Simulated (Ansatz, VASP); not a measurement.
As in VASP and in Ansatz

```
CELL_PARAMETERS angstrom
4.20776 2.42935 4.73147
-4.20776 2.42935 4.73147
0.00000 -4.85870 4.73147
ATOMIC_POSITIONS crystal
As 0.03520 0.65238 0.03520
As 0.03520 0.03520 0.65238
As 0.65238 0.03520 0.03520
As 0.96480 0.34762 0.96480
As 0.34762 0.96480 0.96480
As 0.96480 0.96480 0.34762
As 0.28378 0.59600 0.28378
As 0.28378 0.28378 0.59600
As 0.59600 0.28378 0.28378
As 0.71622 0.40400 0.71622
As 0.40400 0.71622 0.71622
As 0.71622 0.71622 0.40400
```

Alike in both runs: functional PBE; k mesh 3 × 3 × 3; occupations gaussian, width 0.1 eV; no spin polarisation.

Ansatz relaxed the structure, and its values are those at the end. VASP's run is a single point on that final structure, the one shown.

|  | VASP | Ansatz |
| --- | --- | --- |
| version | VASP 6.6.1 | Ansatz 0.2.0 |
| potentials or method | VASP PAW PBE potentials, release 64 (As), cutoff 520 eV | scalar-relativistic, plane waves, PAW |
| valence electrons in the cell | 60 | 180 |

|  | VASP | Ansatz | Ansatz less VASP |
| --- | --- | --- | --- |
| gap on the k mesh at the Fermi level (eV) | none | none | - |
| pressure (GPa) | 0.1 | 0.0 | -0.17 |
| rms of the force components (eV/Å) | 0.020 | 0.011 | -0.0086 |

A gap of «none» marks a metal or a gap that the smearing closes. VASP's potentials hold 60 valence electrons a cell and Ansatz's 180, so a difference there can come from the potentials and not from the codes.
